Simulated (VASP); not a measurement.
The system is SnO2.

```
CELL_PARAMETERS angstrom
0.00000 2.53347 2.53347
2.44784 0.00000 2.53347
2.44784 2.53347 0.00000
ATOMIC_POSITIONS crystal
Sn 0.00000 0.00000 0.00000
O 0.25000 0.25000 0.25000
O 0.75000 0.75000 0.75000
```

This cell differs from its parent crystal: uniaxial x strain -3.4%.

Base run:

- Program: VASP 6.6.1
- Functional: PBE
- Potentials or basis: VASP PAW PBE potentials, release 64 (Sn_d, O)
- Cutoff: 520 eV
- k mesh: 8 × 8 × 8
- Occupations: fermi-dirac, width 0.02 eV
- Spin: no spin polarisation

Its results: band gap on the k mesh 0.43 eV (least direct gap 1.65 eV); pressure 18.9 GPa.

**Question.** The run is repeated on the same cell with these changes: functional from PBE to r2SCAN; occupations from fermi-dirac, width 0.02 eV to gaussian, width 0.01 eV. What comes out?

**Answer.** Band gap on the k mesh 1.02 eV (least direct gap 2.27 eV); pressure 10.2 GPa.

Caveats: the cell stands under pressure; spin-orbit coupling is left out, which moves the levels of the heavy elements; the PAW data sets were made with another functional, which shifts forces and pressure a little (at least some runs).

A k mesh can miss the band edges.
